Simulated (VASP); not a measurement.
Set up this calculation in VASP 6.6.1, as the native input.

* Task: single point
* Functional: PBE
* Potentials or basis: VASP PAW PBE potentials, release 64 (Si, C)
* Cutoff: 520 eV
* k mesh: 12 × 12 × 12
* Occupations: gaussian, width 0.05 eV
* Spin: no spin polarisation
* Dipole correction: no
* Further INCAR settings: ALGO = Normal; EDIFF = 1e-06; NBANDS = 11

The structure of SiC lies in POSCAR:

```
SiC
1.0
    0.0000000000      2.1087800000      2.1087800000
    2.1087800000      0.0000000000      2.1087800000
    2.1087800000      2.1087800000      0.0000000000
Si C
1 1
Direct
    0.0000000000      0.0000000000      0.0000000000
    0.7500000000      0.7500000000      0.7500000000
```

This cell differs from its parent crystal: strain -0.030 along x and y, -0.030 along z.

These files were run (other wordings do the same):

INCAR

```
PREC = Accurate
ENCUT = 520
EDIFF = 1E-6
ISMEAR = 0
SIGMA = 0.05
LREAL = False
LASPH = True
NELM = 60
ALGO = Normal
ISIF = 2
LWAVE = False
LCHARG = False
GGA = PE
NBANDS = 11
```

KPOINTS

```
regular mesh
0
Gamma
  12 12 12
```

Potentials or basis: VASP PAW PBE potentials, release 64 (Si, C).

Launch:

```sh
$ cat potpaw_PBE.64/Si/POTCAR potpaw_PBE.64/C/POTCAR > POTCAR
$ mpirun -np 1 vasp_std > vasp.out
```

Results of the run:

- Pressure: 29.9 GPa
- Band gap on the k mesh: 1.26 eV, indirect (least direct gap 4.63 eV)

Caveat: the cell differs from its parent crystal (strain -0.030 along x and y, -0.030 along z).

Run time: 7.5 s on 1 thread of AMD EPYC 9R45 96-Core Processor (Zen 5), on a shared host, peak memory 0.11 GiB.
